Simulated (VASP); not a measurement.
Runs of VASP 6.6.1 on Ti2NbB3. The structure is that of space group P4/mmm (No. 123), or close to it. The cells are those of the table. 

| task | cell | k mesh | cutoff (eV) | gap on the mesh (eV) | pressure (GPa) | largest force (eV/Å) |
| --- | --- | --- | --- | --- | --- | --- |
| single point | a = 2.776, b = 2.776, c = 8.406 Å, 6 atoms | 6 × 6 × 2 | 520 | none | 10.4 | (a) |
| single point | a = 3.011, b = 3.011, c = 7.361 Å, 6 atoms | 6 × 6 × 2 | 520 | none | -0.3 | 0.01 |
| relaxation of cell and atoms | relaxed from a = 2.776, b = 2.776, c = 8.406 Å, 6 atoms | 6 × 6 × 2 | 600 | none | 0.0 | 0.01 |
| single point | a = 2.999, b = 2.999, c = 7.379 Å, 6 atoms | 6 × 6 × 4 | 520 | none | 0.0 | 0.04 |

Alike in all rows: level PBE; potentials or basis VASP PAW PBE potentials, release 64 (Ti_sv, Nb_sv, B); no spin polarisation; smearing gaussian 0.1 eV.

Problem. Fill in the values left out.

Solution. (a) 0.59.

Caveats: some runs use coarse meshes.

A k mesh can miss the band edges, and the runs leave out spin-orbit coupling on Nb.

A gap of «none» marks levels without a gap at the run's occupations.
